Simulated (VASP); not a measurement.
Here is a VASP 6.6.1 calculation.

Contents of INCAR:

```
SYSTEM = BAs
ALGO = Normal ; EDIFF = 1E-6
ENCUT = 520 ; GGA = PE
ISIF = 2 ; ISMEAR = 0
LASPH = .TRUE. ; LCHARG = .TRUE.
LELF = .TRUE. ; LREAL = .FALSE.
LVHAR = .TRUE. ; LWAVE = .FALSE.
NBANDS = 11 ; NELM = 80
PREC = Accurate ; SIGMA = 0.05
```

Contents of KPOINTS:

```
k-points
0
G
  10 10 10
  0 0 0
```

The input POSCAR:

```
BAs
1.0
    0.0000000000      2.2120582687      2.4044111616
    2.2120582687      0.0000000000      2.4044111616
    2.2120582687      2.2120582687      0.0000000000
B As
1 1
Direct
    0.0000000000      0.0000000000      0.0000000000
    0.7500000000      0.7500000000      0.7500000000
```

Potentials or basis: VASP PAW PBE potentials, release 64 (B, As).

The run is started by

```sh
$ cat potpaw_PBE.64/B/POTCAR potpaw_PBE.64/As/POTCAR > POTCAR
$ mpirun -np 1 vasp_std > vasp.out
```

Question: Estimate the band gap on the k mesh.

Answer: 0.33 eV, indirect (least direct gap 3.03 eV).

Question: What does it give for the pressure?

Answer: 31.9 GPa.

Stress tensor (GPa, compression positive):
```
39.23  0.00  0.00
 0.00 39.23  0.00
 0.00  0.00 17.35
```

Caveat: the cell differs from its parent crystal (strain -0.080 along x and y, +0.000 along z). A k mesh can miss the band edges.
